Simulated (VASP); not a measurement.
Runs of VASP 6.6.1 on SrCaTe2. The structure is that of space group R-3m (No. 166), or close to it. The cells are those of the table. 

```tsv
level	cell	gap on the mesh (eV)	pressure (GPa)	largest force (eV/Å)
PBE	a = 7.949 Å, angles 33.6°, 4 atoms	1.55	1.2	0.01
PBE	a = 8.110 Å, angles 33.6°, 4 atoms	(b)	(c)	-
PBE	a = 8.188 Å, angles 33.6°, 4 atoms	(d)	-1.7	0.01
r2SCAN	a = 8.017 Å, angles 33.5°, 4 atoms	2.03	0.1	0.01
PBE	a = 8.017 Å, angles 33.5°, 4 atoms	1.62	0.3	0.01
r2SCAN	a = 7.853 Å, angles 33.5°, 4 atoms	1.85	2.8	0.01
PBE	a = 8.030 Å, angles 33.6°, 4 atoms	1.64	0.1	-
PBE	a = 7.866 Å, angles 33.6°, 4 atoms	1.46	(a)	0.02
r2SCAN	a = 7.936 Å, angles 33.5°, 4 atoms	1.95	1.4	-
```

Alike in all rows: task single point; potentials or basis VASP PAW PBE potentials, release 64 (Ca_sv, Sr_sv, Te); no spin polarisation; k mesh 6 × 6 × 6; cutoff (eV) 520; smearing gaussian 0.01 eV.

Task: Estimate the missing entries.

Result: (a) 2.6; (b) 1.71; (c) -0.9; (d) 1.78.

Caveats: spin-orbit coupling is left out, which moves the levels of the heavy elements; the PAW data sets were made with another functional, which shifts forces and pressure a little (at least some runs).

A k mesh can miss the band edges, and the runs leave out spin-orbit coupling on Sr, Te.
